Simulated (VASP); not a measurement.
Write the native input for VASP 6.6.1 that does the following.

```yaml
Task: single point
Functional: PBE
Potentials_or_basis: VASP PAW PBE potentials, release 64 (Ti_sv, Al)
Cutoff: 520 eV
k_mesh: 18 × 18 × 6
Occupations: gaussian, width 0.15 eV
Spin: no spin polarisation
Dipole_correction: no
Further_INCAR_settings: ALGO = Fast; EDIFF = 1e-07; NBANDS = 28
```

The structure of Ti3Al lies in POSCAR:

```
Ti3Al
1.0
    2.9895861744      0.0000000000      0.0000000000
   -1.4947930872      2.5890575738      0.0000000000
    0.0000000000      0.0000000000      8.8656178002
Ti Al
3 1
Direct
    0.6666666667      0.3333333333      0.0000000000
    0.3333333333      0.6666666667      0.7504575700
    0.3333333333      0.6666666667      0.2495424300
    0.6666666667      0.3333333333      0.5000000000
```

The input as run:

INCAR

```
SYSTEM = Ti3Al
  ALGO = Fast
  EDIFF = 1E-7
  ENCUT = 520
  GGA = PE
  ISIF = 2
  ISMEAR = 0
  LASPH = .True.
  LCHARG = .False.
  LREAL = .False.
  LWAVE = .False.
  NBANDS = 28
  NELM = 80
  PREC = Accurate
  SIGMA = 0.15
```

KPOINTS

```
k-points
0
Gamma
  18 18 6
  0 0 0
```

Potentials or basis: VASP PAW PBE potentials, release 64 (Ti_sv, Al).

The run is started by

```sh
$ cat potpaw_PBE.64/Ti_sv/POTCAR potpaw_PBE.64/Al/POTCAR > POTCAR
$ mpirun -np 1 vasp_std > vasp.out
```

It gave:

* Pressure: 0.5 GPa
* Largest force: 0.080 eV/Å
* Band gap on the k mesh: zero (an odd number of electrons rules out a gap without spin polarisation)

Run time: 11 min on 1 thread of Intel(R) Xeon(R) 6975P-C (Granite Rapids), on a shared host, peak memory 0.36 GiB.
